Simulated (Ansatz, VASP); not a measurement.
GaSb: VASP beside Ansatz

```
Sb Ga
1.0
    -1.55590    2.67500    2.89331
     1.55590   -2.67500    2.89331
     1.55590    2.67500   -2.89331
Sb Ga
1 1
Cartesian
  0.0000 0.0000 2.8933
  0.0000 0.0000 0.0000
```

Alike in both runs: task single point; functional PBE-based screened hybrid with a share of 0.25 of exact exchange and HFSCREEN = 0.15; k mesh 5 × 5 × 5; occupations fermi-dirac, width 0.05 eV; no spin polarisation.

|  | VASP | Ansatz |
| --- | --- | --- |
| version | VASP 6.6.1 | Ansatz 0.2.0 |
| potentials or method | VASP PAW PBE potentials, release 64 (Sb, Ga_d) | Ansatz PAW |
| plane-wave cutoff (eV) | 520 | 420 |
| valence electrons in the cell | 18 | 28 |

```tsv
	VASP	Ansatz	Ansatz less VASP
gap on the k mesh at the Fermi level (eV)	none	none	-
pressure (GPa)	-2.6	-2.0	+0.56
traceless stress, the component that is largest in VASP (GPa)	2.98	3.14	+0.160
```

VASP's potentials were made for PBE, not for PBE-based screened hybrid. A gap of «none» marks a metal or a gap that the smearing closes. The functional is the same, so the differences come from potentials, cutoffs and numerics. VASP's potentials hold 18 valence electrons a cell and Ansatz's 28, so a difference there can come from the potentials and not from the codes.

The k mesh is coarse, so the values compare programs but aren't converged. Neither program's run includes spin-orbit coupling.
